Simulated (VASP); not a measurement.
# Re (P6_3/mmc) in VASP: notebook

Aim: see how the results for Re move with the level of theory and the settings. Levels: BLYP, PBE+D4, PBE. Tasks: relaxation of cell and atoms, single point.

All numbers are computed with VASP 6.6.1; they aren't measurements. Logs are shortened: lines on timing, memory, paths and dates and some standing lists are left out, and cuts for length are marked.

## 1. The cell of the first run

The structure is hexagonal, space group P6_3/mmc (No. 194). The conventional cell has a = 2.761 Å, b = 2.761 Å, c = 4.458 Å, α = 90.00°, β = 90.00°, γ = 120.00°. Re (site symmetry -6m2) has 12 Re at 2.74 to 2.76 Å within 3.6 Å.

## 2. Relaxation of cell and atoms, BLYP

The input, INCAR:

```
  PREC = Accurate
  ENCUT = 600
  EDIFF = 1E-6
  ISMEAR = -1
  SIGMA = 0.05
  LREAL = F
  LASPH = T
  NELM = 80
  ALGO = Normal
  ISIF = 3
  LWAVE = F
  LCHARG = F
  GGA = B5
  ALDAX = 1.0
  AGGAX = 1.0
  AGGAC = 1.0
  ALDAC = 0.0
  IBRION = 2
  NSW = 80
  EDIFFG = -0.02
```

The input, KPOINTS:

```
Automatic mesh
0
Gamma
  11 11 6
```

The input, POSCAR:

```
Re
1.0
    2.7608000000      0.0000000000      0.0000000000
   -1.3804000000      2.3909229348      0.0000000000
    0.0000000000      0.0000000000      4.4582000000
Re
2
Direct
    0.6666666667      0.3333333333      0.7500000000
    0.3333333333      0.6666666667      0.2500000000
```

Potentials or basis: VASP PAW PBE potentials, release 64 (Re).

Launch:

```sh
> cat potpaw_PBE.64/Re/POTCAR > POTCAR
> mpirun -np 1 vasp_std > vasp.out
```

OUTCAR:

```text
PREC = Accurate
   ENCUT = 600
   EDIFF = 1E-6
   ISMEAR = -1
   LREAL = F
   LASPH = T
   NELM = 80
   ISIF = 3
   GGA = B5
   IBRION = 2
   NSW = 80
   EDIFFG = -0.02

 ion  position               nearest neighbor table
   1  0.667  0.333  0.750-   2 2.74   2 2.74   2 2.74   2 2.74   2 2.74   2 2.74
   2  0.333  0.667  0.250-   1 2.74   1 2.74   1 2.74   1 2.74   1 2.74   1 2.74

  LATTYP: Found a hexagonal cell.
 ALAT       =     2.7608000000
 C/A-ratio  =     1.6148217908

  Lattice vectors:

 A1 = (   2.7608000000,   0.0000000000,   0.0000000000)
 A2 = (  -1.3804000000,   2.3909229348,   0.0000000000)
 A3 = (   0.0000000000,   0.0000000000,   4.4582000000)

Analysis of symmetry for initial positions (statically):
=====================================================================
 Subroutine PRICEL returns:
 Original cell was already a primitive cell.

 Routine SETGRP: Setting up the symmetry group for a
 hexagonal supercell.

 Subroutine GETGRP returns: Found 24 space group operations
 (whereof 12 operations were pure point group operations)
 out of a pool of 24 trial point group operations.

The static configuration has the point symmetry D_3d.
 The point group associated with its full space group is D_6h.

Analysis of symmetry for dynamics (positions and initial velocities):
=====================================================================
 Subroutine PRICEL returns:
 Original cell was already a primitive cell.

 Routine SETGRP: Setting up the symmetry group for a
 hexagonal supercell.

 Subroutine GETGRP returns: Found 24 space group operations
 (whereof 12 operations were pure point group operations)
 out of a pool of 24 trial point group operations.

The dynamic configuration has the point symmetry D_3d.
 The point group associated with its full space group is D_6h.

 Subroutine INISYM returns: Found 24 space group operations
 (whereof 12 operations are pure point group operations),
 and found     1 'primitive' translations

----------------------------------------------------------------------------------------

                                     Primitive cell

  volume of cell :      29.4280

  direct lattice vectors                    reciprocal lattice vectors
     2.760800000  0.000000000  0.000000000     0.362213851  0.209124264  0.000000000
    -1.380400000  2.390922935  0.000000000     0.000000000  0.418248529  0.000000000
     0.000000000  0.000000000  4.458200000     0.000000000  0.000000000  0.224305774

  length of vectors
     2.760800000  2.760800000  4.458200000     0.418248529  0.418248529  0.224305774

  position of ions in fractional coordinates (direct lattice)
     0.666666667  0.333333333  0.750000000
     0.333333333  0.666666667  0.250000000

  ion indices of the primitive-cell ions
   primitive index   ion index
                 1           1
                 2           2

----------------------------------------------------------------------------------------

 KPOINTS: Automatic mesh

Automatic generation of k-mesh.
 Grid dimensions read from file:
 generate k-points for:   11   11    6

 Generating k-lattice:

  Cartesian coordinates                     Fractional coordinates (reciprocal lattice)
     0.032928532  0.019011297  0.000000000     0.090909091 -0.000000000  0.000000000
     0.000000000  0.038022594  0.000000000     0.000000000  0.090909091  0.000000000
     0.000000000  0.000000000  0.037384296     0.000000000  0.000000000  0.166666667

  Length of vectors
     0.038022594  0.038022594  0.037384296

  Shift w.r.t. Gamma in fractional coordinates (k-lattice)
     0.000000000  0.000000000  0.000000000

 Subroutine IBZKPT returns following result:
 ===========================================

 Found     64 irreducible k-points:

 Following reciprocal coordinates:
            Coordinates               Weight
  0.000000  0.000000  0.000000      1.000000
  0.090909 -0.000000  0.000000      6.000000
  0.181818 -0.000000  0.000000      6.000000
  0.272727 -0.000000  0.000000      6.000000
  0.363636 -0.000000  0.000000      6.000000
  0.454545 -0.000000  0.000000      6.000000
[... 16 lines left out ...]
  0.090909  0.090909  0.166667     12.000000
  0.181818  0.090909  0.166667     24.000000
 [... further k-points ...]
   k-points           NKPTS =     64   k-points in BZ     NKDIM =     64   number of bands    NBANDS=     11
   number of dos      NEDOS =    301   number of ions     NIONS =      2
   total plane-waves  NPLWV =  20736
   dimension x,y,z NGX =    24 NGY =   24 NGZ =   36
   dimension x,y,z NGXF=    48 NGYF=   48 NGZF=   72
   ions per type =               2
   NGX,Y,Z   is equivalent  to a cutoff of  14.45, 14.45, 13.42 a.u.
   NGXF,Y,Z  is equivalent  to a cutoff of  28.90, 28.90, 26.85 a.u.
 SYSTEM =  unknown system
   PREC   = accura    normal or accurate (medium, high low for compatibility)
   ISTART =      0    job   : 0-new  1-cont  2-samecut
   ICHARG =      2    charge: 1-file 2-atom 10-const
   ISPIN  =      1    spin polarized calculation?
   LNONCOLLINEAR =      F non collinear calculations
   LSORBIT =      F    spin-orbit coupling
   LASPH  =      T    aspherical Exc in radial PAW
   ENCUT  =  600.0 eV  44.10 Ry    6.64 a.u.   5.51  5.51  8.90*2*pi/ulx,y,z
   NELM   =     80;   NELMIN=  2; NELMDL= -5     # of ELM steps
   EDIFF  = 0.1E-05   stopping-criterion for ELM
   LREAL  =      F    real-space projection
   EDIFFG = -.2E-01   stopping-criterion for IOM
   NSW    =     80    number of steps for IOM
   IBRION =      2    ionic relax: 0-MD 1-quasi-New 2-CG
   NFREE  =      1    steps in history (QN), initial steepest desc. (CG)
   ISIF   =      3    stress and relaxation
   ISYM   =      2    0-nonsym 1-usesym 2-fastsym
   POTIM  = 0.5000    time-step for ionic-motion
   TEBEG  =    0.0;   TEEND  =   0.0 temperature during run
   PSTRESS=    0.0 pullay stress
   NELECT =      14.0000    total number of electrons
   NUPDOWN=      -1.0000    fix difference up-down
   EMIN   =  10.00;   EMAX   =-10.00  energy-range for DOS
   EFERMI =   0.00;   METHOD = LEGACY
   ISMEAR =    -1;   SIGMA  =   0.05  broadening in eV -4-tet -1-fermi 0-gaus
   EFERMI_NEDOS =   21; number of points for ismear=-14 and -15
   IALGO  =     38    algorithm
   IMIX   =      4    mixing-type and parameters
     AMIX     =   0.40;   BMIX     =  1.00
     AMIX_MAG =   1.60;   BMIX_MAG =  1.00
  volume/ion in A,a.u.               =      14.71        99.29
  Fermi-wavevector in a.u.,A,eV,Ry     =   1.278000  2.415070 22.222174  1.633284
  Thomas-Fermi vector in A             =   2.410568
   LORBIT       =      0    0 simple, 1 ext, 2 COOP (PROOUT), +10 PAW based schemes
   GGA     = B5    functional components
   LHFCALC =     F    Hartree Fock is set to
   AEXX    =    0.0000 exact exchange contribution
   IVDW    =     0    specifies the selected vdW correction
   LEPSILON=     F    determine dielectric tensor
   LRPA    =     F    only Hartree local field effects (RPA)
 conjugate gradient relaxation of ions
 non-spin polarized calculation
  energy-cutoff  :      600.00
  volume of cell :       29.43
 maximum number of plane-waves:      1014
 NGX is ok and might be reduce to    24
   NGX = 11   NGY = 11   NGZ = 17

--------------------------------------- Ionic step        1  -------------------------------------------

 number of electron      14.0000000 magnetization

 Free energy of the ion-electron system (eV)
  ---------------------------------------------------
  ext. energy  EPLUGINS =         0.00000000
  ---------------------------------------------------
  free energy    TOTEN  =       -21.41970086 eV

  energy without entropy =      -21.40687295  energy(sigma->0) =      -21.41328690

------------------------ aborting loop because EDIFF is reached ----------------------------------------

  FORCE on cell =-STRESS in cart. coord.  units (eV):
  Direction    XX          YY          ZZ          XY          YZ          ZX
  --------------------------------------------------------------------------------------
  -------------------------------------------------------------------------------------
  Total        4.1123763      4.1123763      3.9600140      0.0000000      0.0000000      0.0000000
  in kB      223.8944681    223.8944681    215.5992411      0.0000000      0.0000000      0.0000000
  external PRESSURE =     221.1293924 kB  Pullay stress =       0.0000000 kB
[... 273 lines left out ...]
  energy  without entropy=      -21.5219383874  energy(sigma->0) =      -21.52933100

--------------------------------------- Ionic step        9  -------------------------------------------

 number of electron      14.0000000 magnetization

 Free energy of the ion-electron system (eV)
  ---------------------------------------------------
  ext. energy  EPLUGINS =         0.00000000
  ---------------------------------------------------
  free energy    TOTEN  =       -21.53683344 eV

  energy without entropy =      -21.52210543  energy(sigma->0) =      -21.52946943

 E-fermi :   7.7807     XC(G=0): -12.7101

 val. band max:        7.7794087970   @ k =   0.3636  -0.0000   0.3333
 cond. band min:       7.8196918524   @ k =   0.3636   0.1818   0.3333
 fundamental gap:      0.0402830554
 Fermi energy:         7.7807165421

 k-point     1 :       0.0000    0.0000    0.0000
  band No.  band energies     occupation
      1      -1.5107      2.00000
      2       1.6244      2.00000
      3       6.2936      2.00000
      4       6.2936      2.00000
      5       6.3131      2.00000
      6       7.0477      2.00000
      7       7.0477      2.00000
      8       7.8684      0.29494
      9       7.8684      0.29494
     10       8.6189      0.00000
     11      10.8209      0.00000
[... 309 lines left out ...]
 k-point    24 :       0.1818    0.0909    0.1667
  band No.  band energies     occupation
      1       0.6795      2.00000
      2       3.2223      2.00000
      3       4.5435      2.00000
      4       4.8248      2.00000
      5       5.9774      2.00000
      6       6.6047      2.00000
      7       7.1507      1.99999
      8       8.0300      0.01359
      9       8.6739      0.00000
     10       9.0145      0.00000
     11      11.1677      0.00000

 [... further k-points ...]

------------------------ aborting loop because EDIFF is reached ----------------------------------------

  FORCE on cell =-STRESS in cart. coord.  units (eV):
  Direction    XX          YY          ZZ          XY          YZ          ZX
  --------------------------------------------------------------------------------------
  -------------------------------------------------------------------------------------
  Total       -0.0023133     -0.0023133     -0.0023273      0.0000000     -0.0000000      0.0000000
  in kB       -0.1187214     -0.1187214     -0.1194398      0.0000000     -0.0000000      0.0000000
  external PRESSURE =      -0.1189608 kB  Pullay stress =       0.0000000 kB
[... 17 lines left out ...]
  FREE ENERGIE OF THE ION-ELECTRON SYSTEM (eV)
  ---------------------------------------------------
  free  energy   TOTEN  =       -21.5368334372 eV

  energy  without entropy=      -21.5221054273  energy(sigma->0) =      -21.52946943

 reached required accuracy - stopping structural energy minimisation
```

It took 4.6 min on 1 thread of AMD EPYC 7R43 (Zen 3), shared host; peak memory 0.14 GiB.

Results:

```
Free energy                            : -21.5368 eV
Relaxed volume                         : 15.61 Å³/atom
Relaxed cell                           : a = 2.818 Å, b = 2.818 Å, c = 4.538 Å, α = 90.00°, β = 90.00°, γ = 120.00°
Space group after relaxing (to 0.05 Å) : P6_3/mmc (No. 194)
Energy gained by relaxing              : 58.6 meV/atom
Ionic steps                            : 9
Pressure after relaxing                : 0.0 GPa
Band gap on the k mesh                 : zero (band 7 reaches 9.20 eV, above the bottom of band 8 at 6.16 eV)
```

Step by step:
| step | energy change (eV) | largest force (eV/Å) | pressure (GPa) | volume (Å³) |
| --- | --- | --- | --- | --- |
| 1 | 0.0000 | 0.0000 | 22.11 | 29.43 |
| 2 | 1.1603 | 0.0000 | -42.61 | 38.95 |
| 3 | -0.1159 | 0.0000 | -1.92 | 31.41 |
| 4 | -0.1170 | 0.0000 | -0.16 | 31.24 |
| 5 | -0.1170 | 0.0000 | 0.20 | 31.20 |
| 6 | -0.1171 | 0.0000 | 0.21 | 31.20 |
| 7 | -0.1171 | 0.0000 | 0.22 | 31.20 |
| 8 | -0.1170 | 0.0000 | -0.56 | 31.28 |
| 9 | -0.1171 | 0.0000 | -0.01 | 31.22 |

Final structure:
```
Re
1.0
     2.81842    0.00000    0.00000
    -1.40921    2.44082    0.00000
     0.00000    0.00000    4.53809
Re
2
Cartesian
  1.4092 0.8136 3.4036
  0.0000 1.6272 1.1345
```

Caveat: the PAW data sets were made with another functional, which shifts forces and pressure a little; spin-orbit coupling is left out, which moves the levels of the heavy elements.

## 3. Relaxation of cell and atoms, PBE+D4

The input, INCAR:

```
SYSTEM = Re
ALGO     = Normal         ! electronic algorithm
EDIFF    = 1E-6           ! SCF threshold, eV
EDIFFG   = -0.02          ! ionic threshold
ENCUT    = 600            ! plane-wave cutoff, eV
GGA      = PE             ! functional
IBRION   = 2              ! ionic algorithm
ISIF     = 3              ! what is computed and relaxed
ISMEAR   = -1             ! smearing method
IVDW     = 13             ! dispersion correction
LASPH    = .TRUE.         ! aspherical terms in the spheres
LCHARG   = .FALSE.        ! write CHGCAR
LREAL    = .FALSE.        ! projectors in reciprocal space
LWAVE    = .FALSE.        ! write WAVECAR
NELM     = 60             ! most SCF steps
NSW      = 80             ! ionic steps
PREC     = Accurate       ! precision mode
SIGMA    = 0.05           ! smearing width, eV
```

The input, KPOINTS:

```
k-points
0
G
  11 11 6
  0 0 0
```

POSCAR is that of step 2.

Potentials or basis: VASP PAW PBE potentials, release 64 (Re).

Launch:

```sh
> cat potpaw_PBE.64/Re/POTCAR > POTCAR
> mpirun -np 1 vasp_std > vasp.out
```

Run time: 69 s. Hardware: 1 thread of AMD EPYC 7R43 (Zen 3), shared host; peak memory 0.14 GiB.

It converged, with:

```yaml
Free_energy: -26.2638 eV
Relaxed_volume: 14.66 Å³/atom
Relaxed_cell: a = 2.757 Å, b = 2.757 Å, c = 4.453 Å, α = 90.00°, β = 90.00°, γ = 120.00°
Space_group_after_relaxing_to_0.05_Å: P6_3/mmc (No. 194)
Energy_gained_by_relaxing: 0.3 meV/atom
Ionic_steps: 3
Pressure_after_relaxing: 0.0 GPa
Band_gap_on_the_k_mesh: zero (band 7 reaches 9.29 eV, above the bottom of band 8 at 6.21 eV)
Dispersion_energy_per_atom: -0.710 eV
```

Stress tensor (GPa, compression positive):
```
-0.02  0.00  0.00
 0.00 -0.02  0.00
 0.00  0.00  0.09
```

Step by step:
```tsv
step	energy change (eV)	largest force (eV/Å)	pressure (GPa)	volume (Å³)
1	0.0000	0.0000	-1.43	29.43
2	0.0079	0.0000	6.19	28.87
3	-0.0005	0.0000	0.01	29.32
```

Final structure:
```cif
data_structure
_symmetry_space_group_name_H-M 'P 1'
_symmetry_Int_Tables_number 1
_cell_length_a 2.7573
_cell_length_b 2.7573
_cell_length_c 4.4531
_cell_angle_alpha 90.000
_cell_angle_beta 90.000
_cell_angle_gamma 120.000
_cell_volume 29.32
loop_
_atom_site_label
_atom_site_type_symbol
_atom_site_fract_x
_atom_site_fract_y
_atom_site_fract_z
_atom_site_occupancy
Re1 Re 0.66667 0.33333 0.75000 1
Re2 Re 0.33333 0.66667 0.25000 1
```

Levels at points of the mesh, in eV from the Fermi level:
```
           k point  band 5  band 6  band 7  band 8  band 9  band 10
(0.00, 0.00, 0.00)   -1.60   -0.76   -0.76    0.18    0.18     0.61
(0.00, 0.00, 0.50)   -1.73   -1.73   -1.73   -1.73    2.55     2.55
```

Caveat: spin-orbit coupling is left out, which moves the levels of the heavy elements; pairwise dispersion overbinds metals, which lowers pressure and volume.

## 4. Single point, PBE (volume scaled by 1.06)

The input, INCAR:

```
PREC = Accurate
ENCUT = 520
EDIFF = 1E-6
ISMEAR = -1
SIGMA = 0.05
LREAL = F
LASPH = T
NELM = 80
ALGO = Normal
ISIF = 2
LWAVE = F
LCHARG = F
GGA = PE
NBANDS = 14
```

The input, KPOINTS:

```
regular mesh
0
Gamma
  11 11 6
```

The input, POSCAR:

```
Re
1.0
    2.8149470801      0.0000000000      0.0000000000
   -1.4074735401      2.4378156817      0.0000000000
    0.0000000000      0.0000000000      4.5456378849
Re
2
Direct
    0.6666666667      0.3333333333      0.7500000000
    0.3333333333      0.6666666667      0.2500000000
```

Launch:

```sh
> cat potpaw_PBE.64/Re/POTCAR > POTCAR
> mpirun -np 1 vasp_std > vasp.out
```

Wall time 31 s (1 thread of AMD EPYC 7R13 (Zen 3), shared host); peak memory 0.14 GiB.

It converged, with:

```yaml
Free_energy: -24.7912 eV
Pressure: -14.7 GPa
Band_gap_on_the_k_mesh: zero (band 7 reaches 8.38 eV, above the bottom of band 8 at 5.62 eV)
```

Stress tensor (GPa, compression positive):
```
-14.75   0.00   0.00
  0.00 -14.75   0.00
  0.00   0.00 -14.66
```

Levels at points of the mesh, in eV from the Fermi level:
```
           k point  band 4  band 5  band 6  band 7  band 8  band 9  band 10  band 11
(0.00, 0.00, 0.00)   -1.44   -1.44   -0.68   -0.68    0.18    0.18     0.51     3.10
(0.00, 0.00, 0.50)   -2.22   -1.56   -1.56   -1.56   -1.56    2.33     2.33     2.33
```

Caveat: the cell differs from its parent crystal (volume scaled by 1.06); spin-orbit coupling is left out, which moves the levels of the heavy elements.

## 5. Overview

```csv
task,level,cell,cutoff (eV),gap on the mesh (eV),pressure (GPa),relaxed volume (Å³/atom)
relaxation of cell and atoms,BLYP,"relaxed from a = 2.761, b = 2.761, c = 4.458 Å, angles 90.0, 90.0, 120.0°, 2 atoms",600,none,0.0,15.61
relaxation of cell and atoms,PBE+D4,"relaxed from a = 2.761, b = 2.761, c = 4.458 Å, angles 90.0, 90.0, 120.0°, 2 atoms",600,none,0.0,14.66
single point,PBE,"a = 2.815, b = 2.815, c = 4.546 Å, angles 90.0, 90.0, 120.0°, 2 atoms",520,none,-14.7,-
```

Alike in all rows: potentials or basis VASP PAW PBE potentials, release 64 (Re); no spin polarisation; k mesh 11 × 11 × 6; smearing fermi-dirac 0.05 eV.

Caveats: spin-orbit coupling is left out, which moves the levels of the heavy elements; the PAW data sets were made with another functional, which shifts forces and pressure a little (some runs); pairwise dispersion overbinds metals, which lowers pressure and volume (some runs).

Total energies depend on the potentials used, so only differences within one code and one set of settings carry meaning.
